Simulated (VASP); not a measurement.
# Ga2Sb2CO in VASP: notebook

The runs below take Ga2Sb2CO through single point, with PBE+D3(BJ).

Program: VASP 6.6.1. These are calculated values, not measurements. Logs are shortened: lines on timing, memory, paths and dates and some standing lists are left out, and cuts for length are marked.

## Step 1: The cell of the first run

The cell holds a slab with vacuum, 6 atoms: a = 4.334 Å, b = 4.334 Å, c = 23.320 Å, α = 90.00°, β = 90.00°, γ = 120.00°.

## Step 2: Single point, PBE+D3(BJ)

Contents of INCAR:

```
ALGO = Normal
DIPOL = 0.5 0.5 0.361
EDIFF = 1E-7
ENCUT = 520
GGA = PE
IDIPOL = 3
ISIF = 2
ISMEAR = 0
IVDW = 12
LASPH = T
LCHARG = F
LDIPOL = T
LREAL = F
LWAVE = F
NBANDS = 32
NELM = 100
PREC = Accurate
SIGMA = 0.1
```

Contents of KPOINTS:

```
k-points
0
Gamma
  6 6 1
```

Contents of POSCAR:

```
Ga2Sb2CO
1.0
    4.3343814621      0.0000000000      0.0000000000
   -2.1671907311      3.7536844559      0.0000000000
    0.0000000000      0.0000000000     23.3197422777
Sb Ga O C
2 2 1 1
Direct
    0.0000000000      0.0000000000      0.1715284823
    0.3333333333      0.6666666667      0.3301590654
    0.3333333333      0.6666666667      0.2094685204
    0.6666666667      0.3333333333      0.3632005095
    0.6666666667      0.3333333333      0.5218643557
    0.6666666667      0.3333333333      0.5711787943
```

Potentials or basis: VASP PAW PBE potentials, release 64 (Sb, Ga_d, O, C).

Run with:

```bash
cat potpaw_PBE.64/Sb/POTCAR potpaw_PBE.64/Ga_d/POTCAR potpaw_PBE.64/O/POTCAR potpaw_PBE.64/C/POTCAR > POTCAR
mpirun -np 1 vasp_std > vasp.out
```

OUTCAR:

```text
EDIFF = 1E-7
   ENCUT = 520
   GGA = PE
   ISIF = 2
   ISMEAR = 0
   IVDW = 12
   LASPH = T
   LREAL = F
   NELM = 100
   PREC = Accurate
 IVDW          = 12

 ion  position               nearest neighbor table
   1  0.000  0.000  0.172-   3 2.65   3 2.65   3 2.65
   2  0.333  0.667  0.330-   4 2.62   4 2.62   4 2.62   3 2.81
   3  0.333  0.667  0.209-   1 2.65   1 2.65   1 2.65   2 2.81
   4  0.667  0.333  0.363-   2 2.62   2 2.62   2 2.62
   5  0.667  0.333  0.522-   6 1.15
   6  0.667  0.333  0.571-   5 1.15

  LATTYP: Found a hexagonal cell.
 ALAT       =     4.3343814621
 C/A-ratio  =     5.3801776520

  Lattice vectors:

 A1 = (   4.3343814621,   0.0000000000,   0.0000000000)
 A2 = (  -2.1671907311,   3.7536844559,   0.0000000000)
 A3 = (   0.0000000000,   0.0000000000,  23.3197422777)

Analysis of symmetry for initial positions (statically):
=====================================================================
 Subroutine PRICEL returns:
 Original cell was already a primitive cell.

 Routine SETGRP: Setting up the symmetry group for a
 hexagonal supercell.

 Subroutine GETGRP returns: Found  6 space group operations
 (whereof  6 operations were pure point group operations)
 out of a pool of 24 trial point group operations.

The static configuration has the point symmetry C_3v.

Analysis of symmetry for dynamics (positions and initial velocities):
=====================================================================
 Subroutine PRICEL returns:
 Original cell was already a primitive cell.

 Routine SETGRP: Setting up the symmetry group for a
 hexagonal supercell.

 Subroutine GETGRP returns: Found  6 space group operations
 (whereof  6 operations were pure point group operations)
 out of a pool of 24 trial point group operations.

The dynamic configuration has the point symmetry C_3v.

 Subroutine INISYM returns: Found  6 space group operations
 (whereof  6 operations are pure point group operations),
 and found     1 'primitive' translations

----------------------------------------------------------------------------------------

                                     Primitive cell

  volume of cell :     379.4099

  direct lattice vectors                    reciprocal lattice vectors
     4.334381462  0.000000000  0.000000000     0.230713427  0.133202459  0.000000000
    -2.167190731  3.753684456  0.000000000     0.000000000  0.266404918  0.000000000
     0.000000000  0.000000000 23.319742278     0.000000000  0.000000000  0.042882121

  length of vectors
     4.334381462  4.334381462 23.319742278     0.266404918  0.266404918  0.042882121

  position of ions in fractional coordinates (direct lattice)
     0.000000000  0.000000000  0.171528482
     0.333333333  0.666666667  0.330159065
     0.333333333  0.666666667  0.209468520
     0.666666667  0.333333333  0.363200509
     0.666666667  0.333333333  0.521864356
     0.666666667  0.333333333  0.571178794

  ion indices of the primitive-cell ions
   primitive index   ion index
                 1           1
                 2           2
                 3           3
                 4           4
                 5           5
                 6           6

----------------------------------------------------------------------------------------

 KPOINTS: k-points

Automatic generation of k-mesh.
 Grid dimensions read from file:
 generate k-points for:    6    6    1

 Generating k-lattice:

  Cartesian coordinates                     Fractional coordinates (reciprocal lattice)
     0.038452238  0.022200410  0.000000000     0.166666667  0.000000000  0.000000000
     0.000000000  0.044400820  0.000000000     0.000000000  0.166666667  0.000000000
     0.000000000  0.000000000  0.042882121     0.000000000  0.000000000  1.000000000

  Length of vectors
     0.044400820  0.044400820  0.042882121

  Shift w.r.t. Gamma in fractional coordinates (k-lattice)
     0.000000000  0.000000000  0.000000000

 Subroutine IBZKPT returns following result:
 ===========================================

 Found      7 irreducible k-points:

 Following reciprocal coordinates:
            Coordinates               Weight
  0.000000  0.000000  0.000000      1.000000
  0.166667  0.000000  0.000000      6.000000
  0.333333  0.000000  0.000000      6.000000
  0.500000  0.000000  0.000000      3.000000
  0.166667  0.166667  0.000000      6.000000
  0.333333  0.166667  0.000000     12.000000
  0.333333  0.333333  0.000000      2.000000
   k-points           NKPTS =      7   k-points in BZ     NKDIM =      7   number of bands    NBANDS=     32
   number of dos      NEDOS =    301   number of ions     NIONS =      6
   total plane-waves  NPLWV = 184320
   dimension x,y,z NGX =    32 NGY =   32 NGZ =  180
   dimension x,y,z NGXF=    64 NGYF=   64 NGZF=  360
   ions per type =               2   2   1   1
   NGX,Y,Z   is equivalent  to a cutoff of  12.27, 12.27, 12.83 a.u.
   NGXF,Y,Z  is equivalent  to a cutoff of  24.55, 24.55, 25.66 a.u.
 SYSTEM =  unknown system
   PREC   = accura    normal or accurate (medium, high low for compatibility)
   ISTART =      0    job   : 0-new  1-cont  2-samecut
   ICHARG =      2    charge: 1-file 2-atom 10-const
   ISPIN  =      1    spin polarized calculation?
   LNONCOLLINEAR =      F non collinear calculations
   LSORBIT =      F    spin-orbit coupling
   LASPH  =      T    aspherical Exc in radial PAW
   ENCUT  =  520.0 eV  38.22 Ry    6.18 a.u.   8.06  8.06 43.36*2*pi/ulx,y,z
   NELM   =    100;   NELMIN=  2; NELMDL= -5     # of ELM steps
   EDIFF  = 0.1E-06   stopping-criterion for ELM
   LREAL  =      F    real-space projection
   EDIFFG = 0.1E-05   stopping-criterion for IOM
   NSW    =      0    number of steps for IOM
   IBRION =     -1    ionic relax: 0-MD 1-quasi-New 2-CG
   NFREE  =      0    steps in history (QN), initial steepest desc. (CG)
   ISIF   =      2    stress and relaxation
   ISYM   =      2    0-nonsym 1-usesym 2-fastsym
   POTIM  = 0.5000    time-step for ionic-motion
   TEBEG  =    0.0;   TEEND  =   0.0 temperature during run
   PSTRESS=    0.0 pullay stress
   NELECT =      46.0000    total number of electrons
   NUPDOWN=      -1.0000    fix difference up-down
   EMIN   =  10.00;   EMAX   =-10.00  energy-range for DOS
   EFERMI =   0.00;   METHOD = LEGACY
   ISMEAR =     0;   SIGMA  =   0.10  broadening in eV -4-tet -1-fermi 0-gaus
   EFERMI_NEDOS =   21; number of points for ismear=-14 and -15
   IALGO  =     38    algorithm
   IMIX   =      4    mixing-type and parameters
     AMIX     =   0.40;   BMIX     =  1.00
     AMIX_MAG =   1.60;   BMIX_MAG =  1.00
  volume/ion in A,a.u.               =      63.23       426.73
  Fermi-wavevector in a.u.,A,eV,Ry     =   0.810260  1.531170  8.932521  0.656522
  Thomas-Fermi vector in A             =   1.919403
   LORBIT       =      0    0 simple, 1 ext, 2 COOP (PROOUT), +10 PAW based schemes
   GGA     = PE    functional components
   LHFCALC =     F    Hartree Fock is set to
   AEXX    =    0.0000 exact exchange contribution
   IVDW    =    12    specifies the selected vdW correction
   LEPSILON=     F    determine dielectric tensor
   LRPA    =     F    only Hartree local field effects (RPA)
 non-spin polarized calculation
 Gauss-broadening in eV      SIGMA  =   0.10
  energy-cutoff  :      520.00
  volume of cell :      379.41
 maximum number of plane-waves:     10242
   NGX = 17   NGY = 17   NGZ = 87

 dipolmoment           0.000000      0.000000      0.000059 electrons x Angstroem

 number of electron      46.0000008 magnetization

 dipolmoment           0.000000      0.000000     -0.111075 electrons x Angstroem

 Free energy of the ion-electron system (eV)
  ---------------------------------------------------
  ext. energy  EPLUGINS =         0.00000000
  ---------------------------------------------------
  free energy    TOTEN  =       -28.26475021 eV

  energy without entropy =      -28.25830231  energy(sigma->0) =      -28.26152626

 E-fermi :  -0.8552     XC(G=0):  -4.2257

 val. band max:       -0.8800104804   @ k =   0.0000   0.0000   0.0000
 cond. band min:      -0.8205734514   @ k =   0.3333   0.3333   0.0000
 fundamental gap:      0.0594370290
 Fermi energy:        -0.8551801878

 k-point     1 :       0.0000    0.0000    0.0000
  band No.  band energies     occupation
      1     -26.8936      2.00000
      2     -16.4432      2.00000
      3     -16.3964      2.00000
      4     -16.3964      2.00000
      5     -16.3344      2.00000
      6     -16.3344      2.00000
[... 24 lines left out ...]
     31       2.3722      0.00000
     32       2.6448      0.00000

 k-point     2 :       0.1667    0.0000    0.0000
  band No.  band energies     occupation
      1     -26.8919      2.00000
      2     -16.4394      2.00000
      3     -16.4007      2.00000
      4     -16.3965      2.00000
      5     -16.3367      2.00000
      6     -16.3303      2.00000
[... 24 lines left out ...]
     31       2.9235      0.00000
     32       2.9509      0.00000

 k-point     3 :       0.3333    0.0000    0.0000
  band No.  band energies     occupation
      1     -26.8885      2.00000
      2     -16.4323      2.00000
      3     -16.4090      2.00000
      4     -16.3969      2.00000
      5     -16.3414      2.00000
      6     -16.3218      2.00000
[... 24 lines left out ...]
     31       3.7341      0.00000
     32       3.9207      0.00000

 k-point     4 :       0.5000    0.0000    0.0000
  band No.  band energies     occupation
      1     -26.8868      2.00000
      2     -16.4294      2.00000
      3     -16.4126      2.00000
      4     -16.3972      2.00000
      5     -16.3437      2.00000
      6     -16.3174      2.00000
[... 24 lines left out ...]
     31       4.0563      0.00000
     32       4.5605      0.00000

 k-point     5 :       0.1667    0.1667    0.0000
  band No.  band energies     occupation
      1     -26.8894      2.00000
      2     -16.4337      2.00000
      3     -16.4068      2.00000
      4     -16.3972      2.00000
      5     -16.3397      2.00000
      6     -16.3245      2.00000
[... 24 lines left out ...]
     31       3.1244      0.00000
     32       3.3888      0.00000

 k-point     6 :       0.3333    0.1667    0.0000
  band No.  band energies     occupation
      1     -26.8868      2.00000
      2     -16.4276      2.00000
      3     -16.4129      2.00000
      4     -16.3983      2.00000
      5     -16.3425      2.00000
      6     -16.3190      2.00000
[... 24 lines left out ...]
     31       3.7824      0.00000
     32       4.1486      0.00000

 k-point     7 :       0.3333    0.3333    0.0000
  band No.  band energies     occupation
      1     -26.8858      2.00000
      2     -16.4227      2.00000
      3     -16.4165      2.00000
      4     -16.3996      2.00000
      5     -16.3425      2.00000
      6     -16.3185      2.00000
[... 24 lines left out ...]
     31       4.3317      0.00000
     32       4.6242      0.00000

------------------------ aborting loop because EDIFF is reached ----------------------------------------

 vacuum level on the upper side and lower side of the slab       (xc-potential included)        -0.610         0.598

 Edisp (eV)   -0.97255

 E8    (eV) :    -0.4548

  FORCE on cell =-STRESS in cart. coord.  units (eV):
  Direction    XX          YY          ZZ          XY          YZ          ZX
  --------------------------------------------------------------------------------------
  -------------------------------------------------------------------------------------
  Total      -0.01239    -0.01239    -1.16183     0.00000     0.00000     0.00000
  in kB      -0.05233    -0.05233    -4.90619     0.00000     0.00000     0.00000
  external pressure =       -1.67 kB  Pullay stress =        0.00 kB

 VOLUME and BASIS-vectors are now :
 -----------------------------------------------------------------------------
  energy-cutoff  :      520.00
  volume of cell :      379.41
      direct lattice vectors                 reciprocal lattice vectors
     4.334381462  0.000000000  0.000000000     0.230713427  0.133202459  0.000000000
    -2.167190731  3.753684456  0.000000000     0.000000000  0.266404918  0.000000000
     0.000000000  0.000000000 23.319742278     0.000000000  0.000000000  0.042882121

 POSITION                                       TOTAL-FORCE (eV/Angst)
 -----------------------------------------------------------------------------------
      0.00000      0.00000      4.00000         0.000000      0.000000      0.177455
     -0.00000      2.50246      7.69922         0.000000      0.000000     -0.003799
     -0.00000      2.50246      4.88475        -0.000000      0.000000     -0.158804
      2.16719      1.25123      8.46974         0.000000      0.000000     -0.001368
      2.16719      1.25123     12.16974         0.000000     -0.000000      0.708102
      2.16719      1.25123     13.31974         0.000000      0.000000     -0.721585
 -----------------------------------------------------------------------------------
    total drift:                               -0.000003      0.000001      0.001007

  FREE ENERGIE OF THE ION-ELECTRON SYSTEM (eV)
  ---------------------------------------------------
  free  energy   TOTEN  =       -29.2373018730 eV

  energy  without entropy=      -29.2308539680  energy(sigma->0) =      -29.23407792

 vacuum level on the upper side and lower side of the slab         2.771         4.007
```

Wall time 2 min (1 thread of Intel Xeon Platinum 8488C (Sapphire Rapids), shared host); peak memory 0.48 GiB.

What came out:

```yaml
Free_energy: -29.2373 eV
Largest_force: 0.722 eV/Å
Band_gap_on_the_k_mesh: 0.06 eV, indirect (least direct gap 0.12 eV)
Dispersion_energy_per_atom: -0.162 eV
```

Forces in eV/Å, atoms in the order of the input:
```
Sb   0.000  0.000  0.177
Sb   0.000  0.000 -0.004
Ga   0.000  0.000 -0.159
Ga   0.000  0.000 -0.001
O    0.000  0.000  0.708
C    0.000  0.000 -0.722
```

Levels at points of the mesh, in eV from the valence-band top:
```
           k point  band 21  band 22  band 23  band 24  band 25  band 26
(0.00, 0.00, 0.00)    -1.15     0.00     0.00     0.12     0.88     1.31
(0.50, 0.00, 0.00)    -2.49    -1.30    -1.20     0.41     0.53     1.15
```

Caveat: spin-orbit coupling is left out, which moves the levels of the heavy elements.

## Step 3: Single point, PBE+D3(BJ)

Contents of INCAR:

```
SYSTEM = Ga2Sb2CO
PREC = Accurate
ENCUT = 520
EDIFF = 1E-6
ISMEAR = 0
SIGMA = 0.1
LREAL = .FALSE.
LASPH = .TRUE.
NELM = 100
ALGO = Normal
ISIF = 2
LWAVE = .FALSE.
LCHARG = .TRUE.
LDIPOL = .TRUE.
IDIPOL = 3
DIPOL = 0.5 0.5 0.361
GGA = PE
IVDW = 12
LELF = .TRUE.
LVHAR = .TRUE.
LVACPOTAV = .TRUE.
NBANDS = 32
```

Contents of KPOINTS:

```
Automatic mesh
0
G
  6 6 1
  0 0 0
```

Edit POSCAR of step 2 so:

```diff
@@ -12,3 +12,3 @@
     0.6666666667      0.3333333333      0.3632005095
-    0.6666666667      0.3333333333      0.5218643557
-    0.6666666667      0.3333333333      0.5711787943
+    1.0000000000      1.0000000000      0.5218643557
+    1.0000000000      1.0000000000      0.5711787943
```

Potentials or basis: VASP PAW PBE potentials, release 64 (Sb, Ga_d, O, C).

Run with:

```bash
cat potpaw_PBE.64/Sb/POTCAR potpaw_PBE.64/Ga_d/POTCAR potpaw_PBE.64/O/POTCAR potpaw_PBE.64/C/POTCAR > POTCAR
mpirun -np 1 vasp_std > vasp.out
```

OUTCAR:

```text
SYSTEM = Ga2Sb2CO
   PREC = Accurate
   ENCUT = 520
   EDIFF = 1E-6
   ISMEAR = 0
   LREAL = .FALSE.
   LASPH = .TRUE.
   NELM = 100
   ISIF = 2
   GGA = PE
   IVDW = 12
 IVDW          = 12

 ion  position               nearest neighbor table
   1  0.000  0.000  0.172-   3 2.65   3 2.65   3 2.65
   2  0.333  0.667  0.330-   4 2.62   4 2.62   4 2.62   3 2.81
   3  0.333  0.667  0.209-   1 2.65   1 2.65   1 2.65   2 2.81
   4  0.667  0.333  0.363-   2 2.62   2 2.62   2 2.62
   5  0.000  0.000  0.522-   6 1.15
   6  0.000  0.000  0.571-   5 1.15

  LATTYP: Found a hexagonal cell.
 ALAT       =     4.3343814621
 C/A-ratio  =     5.3801776520

  Lattice vectors:

 A1 = (   4.3343814621,   0.0000000000,   0.0000000000)
 A2 = (  -2.1671907311,   3.7536844559,   0.0000000000)
 A3 = (   0.0000000000,   0.0000000000,  23.3197422777)

Analysis of symmetry for initial positions (statically):
=====================================================================
 Subroutine PRICEL returns:
 Original cell was already a primitive cell.

 Routine SETGRP: Setting up the symmetry group for a
[... 166 lines left out ...]
 fundamental gap:      0.0441067635
 Fermi energy:        -0.9377704283

 k-point     1 :       0.0000    0.0000    0.0000
  band No.  band energies     occupation
      1     -26.7865      2.00000
      2     -16.4946      2.00000
      3     -16.4482      2.00000
      4     -16.4482      2.00000
      5     -16.3874      2.00000
      6     -16.3874      2.00000
[... 234 lines left out ...]
     31       4.3446      0.00000
     32       4.5938      0.00000

------------------------ aborting loop because EDIFF is reached ----------------------------------------

 Edisp (eV)   -0.97215

 E8    (eV) :    -0.4544

  FORCE on cell =-STRESS in cart. coord.  units (eV):
  Direction    XX          YY          ZZ          XY          YZ          ZX
  --------------------------------------------------------------------------------------
  -------------------------------------------------------------------------------------
  Total      -0.05754    -0.05754    -1.24504     0.00000     0.00000    -0.00000
  in kB      -0.24298    -0.24298    -5.25759     0.00000     0.00000    -0.00000
  external pressure =       -1.91 kB  Pullay stress =        0.00 kB

 VOLUME and BASIS-vectors are now :
 -----------------------------------------------------------------------------
  energy-cutoff  :      520.00
  volume of cell :      379.41
      direct lattice vectors                 reciprocal lattice vectors
     4.334381462  0.000000000  0.000000000     0.230713427  0.133202459  0.000000000
    -2.167190731  3.753684456  0.000000000     0.000000000  0.266404918  0.000000000
     0.000000000  0.000000000 23.319742278     0.000000000  0.000000000  0.042882121

 POSITION                                       TOTAL-FORCE (eV/Angst)
 -----------------------------------------------------------------------------------
      0.00000      0.00000      4.00000         0.000000      0.000000      0.170535
     -0.00000      2.50246      7.69922         0.000000      0.000000     -0.011749
     -0.00000      2.50246      4.88475         0.000000     -0.000000     -0.147796
      2.16719      1.25123      8.46974        -0.000000      0.000000      0.026368
      0.00000      0.00000     12.16974         0.000000      0.000000      0.677664
      0.00000      0.00000     13.31974         0.000000      0.000000     -0.715022
 -----------------------------------------------------------------------------------
    total drift:                               -0.000003      0.000001      0.002000

  FREE ENERGIE OF THE ION-ELECTRON SYSTEM (eV)
  ---------------------------------------------------
  free  energy   TOTEN  =       -29.2423023975 eV

  energy  without entropy=      -29.2359210111  energy(sigma->0) =      -29.23911170

 vacuum level on the upper side and lower side of the slab         2.882         3.933
```

OSZICAR:

```text
N       E                     dE             d eps       ncg     rms          rms(c)
DAV:   1     0.334178386194E+03    0.33418E+03   -0.18733E+04   480   0.126E+03
DAV:   2     0.194529321061E+02   -0.31473E+03   -0.30073E+03   552   0.297E+02
DAV:   3    -0.270834037884E+02   -0.46536E+02   -0.46060E+02   576   0.114E+02
[... 13 lines left out ...]
DAV:  17    -0.282700938483E+02   -0.89452E-04   -0.18427E-05   472   0.146E-02    0.346E-03
DAV:  18    -0.282701230421E+02   -0.29194E-04   -0.39103E-06   432   0.749E-03    0.244E-03
DAV:  19    -0.282701500994E+02   -0.27057E-04   -0.72564E-06   392   0.679E-03    0.141E-03
DAV:  20    -0.282701524793E+02   -0.23799E-05   -0.40308E-07   416   0.312E-03    0.484E-04
DAV:  21    -0.282701530231E+02   -0.54378E-06   -0.40648E-07   368   0.199E-03
   1 F= -.29242302E+02 E0= -.29239112E+02  d E =-.638139E-02
```

Run time: 1.8 min. Hardware: 1 thread of Intel Xeon Platinum 8488C (Sapphire Rapids), shared host; peak memory 0.48 GiB.

What came out:

| Property | Result |
| --- | --- |
| Free energy | -29.2423 eV |
| Largest force | 0.715 eV/Å |
| Band gap on the k mesh | 0.04 eV, indirect (least direct gap 0.14 eV) |
| Dispersion energy per atom | -0.162 eV |

Forces in eV/Å, atoms in the order of the input:
```
Sb   0.000  0.000  0.171
Sb   0.000  0.000 -0.012
Ga   0.000  0.000 -0.148
Ga   0.000  0.000  0.026
O    0.000  0.000  0.678
C    0.000  0.000 -0.715
```

Caveat: spin-orbit coupling is left out, which moves the levels of the heavy elements.

(Part 1 of 2 ends here.)
